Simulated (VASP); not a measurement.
# F2 in VASP: further runs

Runs on F2. Level: PBEsol. Tasks: single point.

All numbers are computed with VASP 6.6.1; they aren't measurements. Logs are shortened: lines on timing, memory, paths and dates and some standing lists are left out, and cuts for length are marked.

### Step 1. The cell of the first run

The cell holds a cluster in a box, 2 atoms: a = 9.000 Å, b = 9.200 Å, c = 10.400 Å, α = 90.00°, β = 90.00°, γ = 90.00°.

### Step 2. Single point, PBEsol

The input, INCAR:

```
SYSTEM = F
PREC = Accurate
ENCUT = 1350
EDIFF = 1E-6
ISMEAR = -1
SIGMA = 0.01
LREAL = .FALSE.
LASPH = .TRUE.
NELM = 120
ALGO = Normal
ISIF = 2
LWAVE = .FALSE.
LCHARG = .TRUE.
GGA = PS
LELF = .TRUE.
LVHAR = .TRUE.
NBANDS = 14
GGA_COMPAT = .FALSE.
```

The input, KPOINTS:

```
Automatic mesh
0
G
  1 1 1
  0 0 0
```

The input, POSCAR:

```
F
1.0
    9.0000000000      0.0000000000      0.0000000000
    0.0000000000      9.2000000000      0.0000000000
    0.0000000000      0.0000000000     10.4000000000
F
2
Direct
    0.5000000000      0.5000000000      0.4327798393
    0.5000000000      0.5000000000      0.5672201607
```

Potentials or basis: VASP PAW PBE potentials, release 64 (F_h).

Run with:

```sh
$ cat potpaw_PBE.64/F_h/POTCAR > POTCAR
$ mpirun -np 1 vasp_gam > vasp.out
```

OUTCAR:

```text
SYSTEM = F
   PREC = Accurate
   ENCUT = 1350
   EDIFF = 1E-6
   ISMEAR = -1
   LREAL = .FALSE.
   LASPH = .TRUE.
   NELM = 120
   ISIF = 2
   GGA = PS

 ion  position               nearest neighbor table
   1  0.500  0.500  0.433-   2 1.40
   2  0.500  0.500  0.567-   1 1.40

  LATTYP: Found a simple orthorhombic cell.
 ALAT       =     9.0000000000
 B/A-ratio  =     1.0222222222
 C/A-ratio  =     1.1555555556

  Lattice vectors:

 A1 = (   9.0000000000,   0.0000000000,   0.0000000000)
 A2 = (   0.0000000000,   9.2000000000,   0.0000000000)
 A3 = (   0.0000000000,   0.0000000000,  10.4000000000)

Analysis of symmetry for initial positions (statically):
=====================================================================
 Subroutine PRICEL returns:
 Original cell was already a primitive cell.

 Routine SETGRP: Setting up the symmetry group for a
 simple orthorhombic supercell.

 Subroutine GETGRP returns: Found  8 space group operations
 (whereof  8 operations were pure point group operations)
 out of a pool of  8 trial point group operations.

The static configuration has the point symmetry D_2h.

Analysis of symmetry for dynamics (positions and initial velocities):
=====================================================================
 Subroutine PRICEL returns:
 Original cell was already a primitive cell.

 Routine SETGRP: Setting up the symmetry group for a
 simple orthorhombic supercell.

 Subroutine GETGRP returns: Found  8 space group operations
 (whereof  8 operations were pure point group operations)
 out of a pool of  8 trial point group operations.

The dynamic configuration has the point symmetry D_2h.

 Subroutine INISYM returns: Found  8 space group operations
 (whereof  8 operations are pure point group operations),
 and found     1 'primitive' translations

----------------------------------------------------------------------------------------

                                     Primitive cell

  volume of cell :     861.1200

  direct lattice vectors                    reciprocal lattice vectors
     9.000000000  0.000000000  0.000000000     0.111111111  0.000000000  0.000000000
     0.000000000  9.200000000  0.000000000     0.000000000  0.108695652  0.000000000
     0.000000000  0.000000000 10.400000000     0.000000000  0.000000000  0.096153846

  length of vectors
     9.000000000  9.200000000 10.400000000     0.111111111  0.108695652  0.096153846

  position of ions in fractional coordinates (direct lattice)
     0.500000000  0.500000000  0.432779839
     0.500000000  0.500000000  0.567220161

  ion indices of the primitive-cell ions
   primitive index   ion index
                 1           1
                 2           2

----------------------------------------------------------------------------------------

 KPOINTS: Automatic mesh

Automatic generation of k-mesh.
 Grid dimensions read from file:
 generate k-points for:    1    1    1

 Generating k-lattice:

  Cartesian coordinates                     Fractional coordinates (reciprocal lattice)
     0.111111111  0.000000000  0.000000000     1.000000000  0.000000000  0.000000000
     0.000000000  0.108695652  0.000000000     0.000000000  1.000000000  0.000000000
     0.000000000  0.000000000  0.096153846     0.000000000  0.000000000  1.000000000

  Length of vectors
     0.111111111  0.108695652  0.096153846

  Shift w.r.t. Gamma in fractional coordinates (k-lattice)
     0.000000000  0.000000000  0.000000000

 Subroutine IBZKPT returns following result:
 ===========================================

 Found      1 irreducible k-points:

 Following reciprocal coordinates:
            Coordinates               Weight
  0.000000  0.000000  0.000000      1.000000
   k-points           NKPTS =      1   k-points in BZ     NKDIM =      1   number of bands    NBANDS=     14
   number of dos      NEDOS =    301   number of ions     NIONS =      2
   total plane-waves  NPLWV = ******
   dimension x,y,z NGX =   108 NGY =  112 NGZ =  126
   dimension x,y,z NGXF=   216 NGYF=  224 NGZF=  252
   ions per type =               2
   NGX,Y,Z   is equivalent  to a cutoff of  19.95, 20.24, 20.14 a.u.
   NGXF,Y,Z  is equivalent  to a cutoff of  39.90, 40.48, 40.28 a.u.
 SYSTEM =  F
   PREC   = accura    normal or accurate (medium, high low for compatibility)
   ISTART =      0    job   : 0-new  1-cont  2-samecut
   ICHARG =      2    charge: 1-file 2-atom 10-const
   ISPIN  =      1    spin polarized calculation?
   LNONCOLLINEAR =      F non collinear calculations
   LSORBIT =      F    spin-orbit coupling
   LASPH  =      T    aspherical Exc in radial PAW
   ENCUT  = 1350.0 eV  99.22 Ry    9.96 a.u.  26.96 27.56 31.16*2*pi/ulx,y,z
   NELM   =    120;   NELMIN=  2; NELMDL= -5     # of ELM steps
   EDIFF  = 0.1E-05   stopping-criterion for ELM
   LREAL  =      F    real-space projection
   EDIFFG = 0.1E-04   stopping-criterion for IOM
   NSW    =      0    number of steps for IOM
   IBRION =     -1    ionic relax: 0-MD 1-quasi-New 2-CG
   NFREE  =      0    steps in history (QN), initial steepest desc. (CG)
   ISIF   =      2    stress and relaxation
   ISYM   =      2    0-nonsym 1-usesym 2-fastsym
   POTIM  = 0.5000    time-step for ionic-motion
   TEBEG  =    0.0;   TEEND  =   0.0 temperature during run
   PSTRESS=    0.0 pullay stress
   NELECT =      14.0000    total number of electrons
   NUPDOWN=      -1.0000    fix difference up-down
   EMIN   =  10.00;   EMAX   =-10.00  energy-range for DOS
   EFERMI =   0.00;   METHOD = LEGACY
   ISMEAR =    -1;   SIGMA  =   0.01  broadening in eV -4-tet -1-fermi 0-gaus
   EFERMI_NEDOS =   21; number of points for ismear=-14 and -15
   IALGO  =     38    algorithm
   IMIX   =      4    mixing-type and parameters
     AMIX     =   0.40;   BMIX     =  1.00
     AMIX_MAG =   1.60;   BMIX_MAG =  1.00
  volume/ion in A,a.u.               =     430.56      2905.56
  Fermi-wavevector in a.u.,A,eV,Ry     =   0.414728  0.783722  2.340188  0.171999
  Thomas-Fermi vector in A             =   1.373205
   LORBIT       =      0    0 simple, 1 ext, 2 COOP (PROOUT), +10 PAW based schemes
   GGA     = PS    functional components
   LHFCALC =     F    Hartree Fock is set to
   AEXX    =    0.0000 exact exchange contribution
   IVDW    =     0    specifies the selected vdW correction
   LEPSILON=     F    determine dielectric tensor
   LRPA    =     F    only Hartree local field effects (RPA)
 non-spin polarized calculation
  energy-cutoff  :     1350.00
  volume of cell :      861.12
 maximum number of plane-waves:     48527
 NGX is ok and might be reduce to   108
   NGX = 53   NGY = 55   NGZ = 63

 number of electron      13.9999995 magnetization

 Free energy of the ion-electron system (eV)
  ---------------------------------------------------
  ext. energy  EPLUGINS =         0.00000000
  ---------------------------------------------------
  free energy    TOTEN  =        -3.95070104 eV

  energy without entropy =       -3.95070104  energy(sigma->0) =       -3.95070104

 E-fermi :  -8.8290     XC(G=0):  -0.5959

 val. band max:       -9.1488757884   @ k =   0.0000   0.0000   0.0000
 cond. band min:      -5.4145667874   @ k =   0.0000   0.0000   0.0000
 fundamental gap:      3.7343090010
 Fermi energy:        -8.8289884961

 k-point     1 :       0.0000    0.0000    0.0000
  band No.  band energies     occupation
      1     -33.9427      2.00000
      2     -27.2867      2.00000
      3     -15.3376      2.00000
      4     -12.7096      2.00000
      5     -12.7096      2.00000
      6      -9.1489      2.00000
      7      -9.1489      2.00000
      8      -5.4146      0.00000
      9      -0.2407      0.00000
     10       1.1497      0.00000
     11       1.2180      0.00000
     12       1.5073      0.00000
     13       1.5786      0.00000
     14       1.6396      0.00000

------------------------ aborting loop because EDIFF is reached ----------------------------------------

  FORCE on cell =-STRESS in cart. coord.  units (eV):
  Direction    XX          YY          ZZ          XY          YZ          ZX
  --------------------------------------------------------------------------------------
  -------------------------------------------------------------------------------------
  Total       -0.1135674     -0.1129216     -0.0675165      0.0000000      0.0000000      0.0000000
  in kB       -0.2113005     -0.2100989     -0.1256194      0.0000000      0.0000000      0.0000000
  external PRESSURE =      -0.1823396 kB  Pullay stress =       0.0000000 kB

 VOLUME and BASIS-vectors are now :
 -----------------------------------------------------------------------------
  energy-cutoff  :     1350.00
  volume of cell :      861.12
      direct lattice vectors                 reciprocal lattice vectors
     9.000000000  0.000000000  0.000000000     0.111111111  0.000000000  0.000000000
     0.000000000  9.200000000  0.000000000     0.000000000  0.108695652  0.000000000
     0.000000000  0.000000000 10.400000000     0.000000000  0.000000000  0.096153846

 POSITION                                       TOTAL-FORCE (eV/Angst)
 -----------------------------------------------------------------------------------
      4.50000      4.60000      4.50091         0.000000      0.000000     -0.015509
      4.50000      4.60000      5.89909         0.000000      0.000000      0.015509
 -----------------------------------------------------------------------------------
    total drift:                                0.000000      0.000000      0.000000

  FREE ENERGIE OF THE ION-ELECTRON SYSTEM (eV)
  ---------------------------------------------------
  free  energy   TOTEN  =        -3.9507010425 eV

  energy  without entropy=       -3.9507010425  energy(sigma->0) =       -3.95070104
```

Wall time 2.7 min (1 thread of Intel Xeon 6975P-C (Granite Rapids), shared host); peak memory 1.9 GiB.

Results:

```yaml
Free_energy: -3.9507 eV
Largest_force: 0.016 eV/Å
```

Forces on the atoms (eV/Å):
```
F    0.000  0.000 -0.016
F    0.000  0.000  0.016
```

Levels at points of the mesh, in eV from the Fermi level:
| k point | band 5 | band 6 | band 7 | band 8 | band 9 | band 10 |
| --- | --- | --- | --- | --- | --- | --- |
| (0.00, 0.00, 0.00) | -3.88 | -0.32 | -0.32 | 3.41 | 8.59 | 9.98 |

Caveat: the PAW data sets were made with another functional, which shifts forces and pressure a little.

(Continued in part 2 of 2.)
